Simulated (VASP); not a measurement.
The system is RbBr3.

```
CELL_PARAMETERS angstrom
-2.25857 2.25857 6.43700
2.25857 -2.25857 6.43700
2.25857 2.25857 -6.43700
ATOMIC_POSITIONS crystal
Rb 0.00000 0.00000 0.00000
Br 0.75000 0.25000 0.50000
Br 0.25000 0.75000 0.50000
Br 0.50000 0.50000 0.00000
```

Base run:

| Quantity | Value |
| --- | --- |
| Program | VASP 6.6.1 |
| Functional | PBE |
| Potentials or basis | VASP PAW PBE potentials, release 64 (Rb_sv, Br) |
| Cutoff | 500 eV |
| k mesh | 14 × 14 × 14 |
| Occupations | fermi-dirac, width 0.5 eV |
| Spin | no spin polarisation |

Its results: band gap on the k mesh zero (bands 15 and 16 overlap by 1.51 eV); pressure 2.4 GPa.

Task: The run is repeated on the same cell with these changes: occupations from fermi-dirac, width 0.5 eV to fermi-dirac, width 0.2 eV. What comes out?

Result: Band gap on the k mesh zero (bands 15 and 16 overlap by 1.21 eV); pressure 1.2 GPa.

Caveats: so wide a smearing shifts energies and pressures (at least some runs).
